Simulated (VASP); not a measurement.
# Sb (R-3m) in VASP: notebook

The runs below take Sb through single point, relaxation of cell and atoms, with r2SCAN.

All numbers are computed with VASP 6.6.1; they aren't measurements. Logs are shortened: lines on timing, memory, paths and dates and some standing lists are left out, and cuts for length are marked.

### 1 The cell of the first run

The structure is trigonal, space group R-3m (No. 166). Conventional cell: a = 4.363 Å, b = 4.363 Å, c = 11.485 Å, α = 90.00°, β = 90.00°, γ = 120.00°. Sb (site symmetry 3m) has 6 Sb at 2.91 to 3.45 Å within 3.8 Å.

### 2 Single point, r2SCAN

POSCAR reads:

```
Sb
1.0
    2.1813993002      1.2594314732      3.8282552761
   -2.1813993002      1.2594314732      3.8282552761
    0.0000000000     -2.5188629464      3.8282552761
Sb
2
Direct
    0.2305087736      0.2305087736      0.2305087736
    0.7694912264      0.7694912264      0.7694912264
```

INCAR.step1 reads:

```
SYSTEM = Sb
PREC = Accurate ; ENCUT = 520
ISMEAR = 1 ; SIGMA = 0.05
LREAL = .False. ; LASPH = .True.
NELM = 100 ; NBANDS = 12
GGA = PE ; ALGO = Normal
EDIFF = 1E-4 ; LWAVE = .True.
LCHARG = .False.
```

INCAR.step2 reads:

```
SYSTEM = Sb
PREC = Accurate ; ENCUT = 520
EDIFF = 1E-7 ; ISMEAR = 1
SIGMA = 0.05 ; LREAL = .False.
LASPH = .True. ; NELM = 100
ALGO = Normal ; ISIF = 2
LWAVE = .False. ; LCHARG = .True.
METAGGA = R2SCAN ; LMIXTAU = .True.
LELF = .True. ; LVHAR = .True.
NBANDS = 12 ; ISTART = 1
```

KPOINTS reads:

```
Automatic mesh
0
Gamma
  5 5 5
  0 0 0
```

Potentials or basis: VASP PAW PBE potentials, release 64 (Sb).

Command:

```console
> cat potpaw_PBE.64/Sb/POTCAR > POTCAR
> cp INCAR.step1 INCAR
> mpirun -np 1 vasp_std > vasp.out
> cp INCAR.step2 INCAR
> mpirun -np 1 vasp_std > vasp.out
```

OUTCAR:

```text
SYSTEM = Sb
   PREC = Accurate
   ENCUT = 520
   EDIFF = 1E-7
   ISMEAR = 1
   LREAL = .False.
   LASPH = .True.
   NELM = 100
   ISIF = 2
   METAGGA = R2SCAN
   ISTART = 1

 ion  position               nearest neighbor table
   1  0.231  0.231  0.231-   2 2.91   2 2.91   2 2.91   2 3.45   2 3.45   2 3.45
   2  0.769  0.769  0.769-   1 2.91   1 2.91   1 2.91   1 3.45   1 3.45   1 3.45

  LATTYP: Found a trigonal (rhomboedric) cell.
 ALAT       =     4.5825984988
 COS(alpha) =     0.5468137573

  Lattice vectors:

 A1 = (   2.1813993002,   1.2594314732,   3.8282552761)
 A2 = (  -2.1813993002,   1.2594314732,   3.8282552761)
 A3 = (   0.0000000000,  -2.5188629464,   3.8282552761)

Analysis of symmetry for initial positions (statically):
=====================================================================
 Subroutine PRICEL returns:
 Original cell was already a primitive cell.

 Routine SETGRP: Setting up the symmetry group for a
 trigonal (rhombohedral) supercell.

 Subroutine GETGRP returns: Found 12 space group operations
 (whereof 12 operations were pure point group operations)
 out of a pool of 12 trial point group operations.

The static configuration has the point symmetry D_3d.

Analysis of symmetry for dynamics (positions and initial velocities):
=====================================================================
 Subroutine PRICEL returns:
 Original cell was already a primitive cell.

 Routine SETGRP: Setting up the symmetry group for a
 trigonal (rhombohedral) supercell.

 Subroutine GETGRP returns: Found 12 space group operations
 (whereof 12 operations were pure point group operations)
 out of a pool of 12 trial point group operations.

The dynamic configuration has the point symmetry D_3d.

 Subroutine INISYM returns: Found 12 space group operations
 (whereof 12 operations are pure point group operations),
 and found     1 'primitive' translations

----------------------------------------------------------------------------------------

                                     Primitive cell

  volume of cell :      63.1047

  direct lattice vectors                    reciprocal lattice vectors
     2.181399300  1.259431473  3.828255276     0.229210672  0.132334843  0.087071867
    -2.181399300  1.259431473  3.828255276    -0.229210672  0.132334843  0.087071867
     0.000000000 -2.518862946  3.828255276     0.000000000 -0.264669687  0.087071867

  length of vectors
     4.582598499  4.582598499  4.582598499     0.278624394  0.278624394  0.278624394

  position of ions in fractional coordinates (direct lattice)
     0.230508774  0.230508774  0.230508774
     0.769491226  0.769491226  0.769491226
[... 83 lines left out ...]
   NUPDOWN=      -1.0000    fix difference up-down
   EMIN   =  10.00;   EMAX   =-10.00  energy-range for DOS
   EFERMI =   0.00;   METHOD = LEGACY
   ISMEAR =     1;   SIGMA  =   0.05  broadening in eV -4-tet -1-fermi 0-gaus
   EFERMI_NEDOS =   21; number of points for ismear=-14 and -15
   IALGO  =     38    algorithm
   IMIX   =      4    mixing-type and parameters
     AMIX     =   0.40;   BMIX     =  1.00
     AMIX_MAG =   1.60;   BMIX_MAG =  1.00
  volume/ion in A,a.u.               =      31.55       212.93
  Fermi-wavevector in a.u.,A,eV,Ry     =   0.885906  1.674119 10.678248  0.784829
  Thomas-Fermi vector in A             =   2.007001
   LORBIT       =      0    0 simple, 1 ext, 2 COOP (PROOUT), +10 PAW based schemes
   METAGGA = R2SCAN    functional components
   LHFCALC =     F    Hartree Fock is set to
   AEXX    =    0.0000 exact exchange contribution
   IVDW    =     0    specifies the selected vdW correction
   LEPSILON=     F    determine dielectric tensor
   LRPA    =     F    only Hartree local field effects (RPA)
 non-spin polarized calculation
 Methfessel and Paxton  Order N= 1 SIGMA  =   0.05
  energy-cutoff  :      520.00
  volume of cell :       63.10
 maximum number of plane-waves:      1712
 NGX is ok and might be reduce to    36
   NGX = 17   NGY = 17   NGZ = 17

 number of electron      10.0000000 magnetization

 Free energy of the ion-electron system (eV)
  ---------------------------------------------------
  ext. energy  EPLUGINS =         0.00000000
  ---------------------------------------------------
  free energy    TOTEN  =       -51.42997699 eV

  energy without entropy =      -51.43011614  energy(sigma->0) =      -51.43002337

 E-fermi :   6.7027     XC(G=0):  -9.7881

 val. band max:        6.6606522070   @ k =   0.4000   0.2000   0.2000
 cond. band min:       7.0288969062   @ k =   0.4000  -0.0000   0.0000
 fundamental gap:      0.3682446992
 Fermi energy:         6.7027463176

 k-point     1 :       0.0000    0.0000    0.0000
  band No.  band energies     occupation
      1      -6.3566      2.00000
      2       1.7012      2.00000
      3       4.6222      2.00000
      4       4.7249      2.00000
      5       4.7249      2.00000
      6       8.5647      0.00000
      7       9.3623      0.00000
      8       9.3623      0.00000
      9      12.2596      0.00000
     10      12.2596      0.00000
     11      12.5937      0.00000
     12      13.8625      0.00000
[... 256 lines left out ...]
 k-point    19 :      -0.4000    0.4000    0.4000
  band No.  band energies     occupation
      1      -4.6481      2.00000
      2      -2.1048      2.00000
      3       2.5035      2.00000
      4       4.2896      2.00000
      5       5.4230      2.00000
      6       8.1996      0.00000
      7       8.5096      0.00000
      8      10.6900      0.00000
      9      12.9178      0.00000
     10      14.3355      0.00000
     11      14.5027      0.00000
     12      17.1094      0.00000

------------------------ aborting loop because EDIFF is reached ----------------------------------------

  FORCE on cell =-STRESS in cart. coord.  units (eV):
  Direction    XX          YY          ZZ          XY          YZ          ZX
  --------------------------------------------------------------------------------------
  -------------------------------------------------------------------------------------
  Total        0.0618139      0.0618139      0.0272237      0.0000000      0.0000000      0.0000000
  in kB        1.5694034      1.5694034      0.6911873      0.0000000      0.0000000      0.0000000
  external PRESSURE =       1.2766647 kB  Pullay stress =       0.0000000 kB

 VOLUME and BASIS-vectors are now :
 -----------------------------------------------------------------------------
  energy-cutoff  :      520.00
  volume of cell :       63.10
      direct lattice vectors                 reciprocal lattice vectors
     2.181399300  1.259431473  3.828255276     0.229210672  0.132334843  0.087071867
    -2.181399300  1.259431473  3.828255276    -0.229210672  0.132334843  0.087071867
     0.000000000 -2.518862946  3.828255276     0.000000000 -0.264669687  0.087071867

 POSITION                                       TOTAL-FORCE (eV/Angst)
 -----------------------------------------------------------------------------------
      0.00000      0.00000      2.64734         0.000000      0.000000      0.053998
      0.00000      0.00000      8.83743         0.000000     -0.000000     -0.053998
 -----------------------------------------------------------------------------------
    total drift:                                0.000000     -0.000000      0.000000

  FREE ENERGIE OF THE ION-ELECTRON SYSTEM (eV)
  ---------------------------------------------------
  free  energy   TOTEN  =       -51.4299769887 eV

  energy  without entropy=      -51.4301161385  energy(sigma->0) =      -51.43002337
```

OUTCAR.step1:

```text
SYSTEM = Sb
   PREC = Accurate
   ENCUT = 520
   ISMEAR = 1
   LREAL = .False.
   LASPH = .True.
[... 500 lines left out ...]
      0.00000      0.00000      2.64734         0.000000     -0.000000      0.209713
      0.00000      0.00000      8.83743         0.000000      0.000000     -0.209713
 -----------------------------------------------------------------------------------
    total drift:                                0.000000     -0.000000      0.000000

  FREE ENERGIE OF THE ION-ELECTRON SYSTEM (eV)
  ---------------------------------------------------
  free  energy   TOTEN  =        -8.3112968062 eV

  energy  without entropy=       -8.3114359559  energy(sigma->0) =       -8.31134319
```

OSZICAR.step1:

```text
N       E                     dE             d eps       ncg     rms          rms(c)
DAV:   1     0.340329435691E+02    0.34033E+02   -0.35524E+03   456   0.652E+02
DAV:   2    -0.638967556869E+01   -0.40423E+02   -0.38951E+02   572   0.104E+02
DAV:   3    -0.829643263476E+01   -0.19068E+01   -0.18980E+01   540   0.253E+01
DAV:   4    -0.831311370988E+01   -0.16681E-01   -0.16679E-01   552   0.292E+00
DAV:   5    -0.831333213586E+01   -0.21843E-03   -0.21842E-03   552   0.361E-01    0.290E+00
DAV:   6    -0.831198611231E+01    0.13460E-02   -0.22160E-03   560   0.322E-01    0.175E+00
DAV:   7    -0.831114424726E+01    0.84187E-03   -0.57042E-03   544   0.498E-01    0.782E-02
DAV:   8    -0.831127500784E+01   -0.13076E-03   -0.15563E-04   540   0.799E-02    0.172E-02
DAV:   9    -0.831129680621E+01   -0.21798E-04   -0.24897E-05   316   0.323E-02
   1 F= -.83112968E+01 E0= -.83113432E+01  d E =0.139150E-03
```

Wall time 55 s (1 thread of Intel Xeon Platinum 8259CL at 2.50GHz (Skylake/Cascade Lake), shared host); peak memory 0.2 GiB.

Results:

```
Free energy            : -51.4300 eV
Pressure               : 0.1 GPa
Largest force          : 0.054 eV/Å
Band gap on the k mesh : 0.37 eV, indirect (least direct gap 0.62 eV)
```

Forces on the atoms (eV/Å):
```
Sb   0.000  0.000  0.054
Sb   0.000  0.000 -0.054
```

Stress tensor (GPa, compression positive):
```
0.16 0.00 0.00
0.00 0.16 0.00
0.00 0.00 0.07
```

Levels at points of the mesh, in eV from the valence-band top:
| k point | band 3 | band 4 | band 5 | band 6 | band 7 | band 8 |
| --- | --- | --- | --- | --- | --- | --- |
| (0.00, 0.00, 0.00) | -2.04 | -1.94 | -1.94 | 1.90 | 2.70 | 2.70 |

Caveat: the PAW data sets were made with another functional, which shifts forces and pressure a little; spin-orbit coupling is left out, which moves the levels of the heavy elements. A k mesh can miss the band edges.

### 3 Relaxation of cell and atoms, r2SCAN

This run uses another cell than the first one, of 30.21 Å³/atom, 0.957 times its volume.

POSCAR reads:

```
Sb
1.0
    2.1542000000      1.2437280000      3.7580000000
   -2.1542000000      1.2437280000      3.7580000000
    0.0000000000     -2.4874560000      3.7580000000
Sb
2
Direct
    0.2334900000      0.2334900000      0.2334900000
    0.7665100000      0.7665100000      0.7665100000
```

INCAR.step1 reads:

```
PREC     = Accurate       # precision mode
ENCUT    = 600            # plane-wave cutoff, eV
ISMEAR   = 1              # smearing method
SIGMA    = 0.05           # smearing width, eV
LREAL    = False          # projectors in reciprocal space
LASPH    = True           # aspherical terms in the spheres
NELM     = 100            # most SCF steps
GGA      = PE             # functional
ALGO     = Normal         # electronic algorithm
EDIFF    = 1E-4           # SCF threshold, eV
LWAVE    = True           # write WAVECAR
LCHARG   = False          # write CHGCAR
```

INCAR.step2 reads:

```
PREC     = Accurate       # precision mode
ENCUT    = 600            # plane-wave cutoff, eV
EDIFF    = 1E-7           # SCF threshold, eV
ISMEAR   = 1              # smearing method
SIGMA    = 0.05           # smearing width, eV
LREAL    = False          # projectors in reciprocal space
LASPH    = True           # aspherical terms in the spheres
NELM     = 100            # most SCF steps
ALGO     = Normal         # electronic algorithm
ISIF     = 3              # what is computed and relaxed
LWAVE    = False          # write WAVECAR
LCHARG   = False          # write CHGCAR
METAGGA  = R2SCAN         # meta-GGA
LMIXTAU  = True         
IBRION   = 2              # ionic algorithm
NSW      = 80             # ionic steps
EDIFFG   = -0.03          # ionic threshold
ISTART   = 1
```

KPOINTS reads:

```
regular mesh
0
Gamma
  5 5 5
```

Potentials or basis: VASP PAW PBE potentials, release 64 (Sb).

Command:

```console
> cat potpaw_PBE.64/Sb/POTCAR > POTCAR
> cp INCAR.step1 INCAR
> mpirun -np 1 vasp_std > vasp.out
> cp INCAR.step2 INCAR
> mpirun -np 1 vasp_std > vasp.out
```

Run time: 4.5 min. Hardware: 1 thread of Intel Xeon Platinum 8259CL at 2.50GHz (Skylake/Cascade Lake), shared host; peak memory 0.23 GiB.

Results (log left out):

```yaml
Free_energy: -51.4303 eV
Relaxed_volume: 31.56 Å³/atom
Relaxed_cell: a = 4.575 Å, b = 4.575 Å, c = 4.575 Å, α = 57.06°, β = 57.06°, γ = 57.06°
Space_group_after_relaxing_to_0.05_Å: R-3m (No. 166)
Energy_gained_by_relaxing: 7.9 meV/atom
Ionic_steps: 8
Pressure_after_relaxing: -0.1 GPa
Band_gap_on_the_k_mesh: 0.38 eV, indirect (least direct gap 0.63 eV)
```

Step by step:
| step | energy change (eV) | largest force (eV/Å) | pressure (GPa) | volume (Å³) |
| --- | --- | --- | --- | --- |
| 1 | 0.0000 | 0.0862 | 1.75 | 60.41 |
| 2 | -0.0080 | 0.2637 | -0.97 | 63.34 |
| 3 | -0.0109 | 0.2059 | -0.11 | 62.32 |
| 4 | -0.0139 | 0.1129 | -0.03 | 62.49 |
| 5 | -0.0151 | 0.0142 | 0.06 | 62.66 |
| 6 | -0.0151 | 0.0099 | 0.06 | 62.67 |
| 7 | -0.0155 | 0.0061 | 0.01 | 62.83 |
| 8 | -0.0158 | 0.0012 | -0.07 | 63.11 |

Final structure:
```yaml
crystal:
  lattice:
    - [2.18496, 1.26149, 3.81628]
    - [-2.18496, 1.26149, 3.81628]
    - [0.00000, -2.52297, 3.81628]
  atoms:
    - { symbol: Sb, position: [0.23098, 0.23098, 0.23098] }
    - { symbol: Sb, position: [0.76902, 0.76902, 0.76902] }
```

Levels at points of the mesh, in eV from the valence-band top:
| k point | band 1 | band 2 | band 3 | band 4 | band 5 | band 6 | band 7 | band 8 | band 9 |
| --- | --- | --- | --- | --- | --- | --- | --- | --- | --- |
| (0.00, 0.00, 0.00) | -12.99 | -4.95 | -2.01 | -1.92 | -1.92 | 1.96 | 2.73 | 2.73 | 5.58 |

Caveat: the PAW data sets were made with another functional, which shifts forces and pressure a little; spin-orbit coupling is left out, which moves the levels of the heavy elements. Zero-point motion and thermal expansion aren't in these numbers.
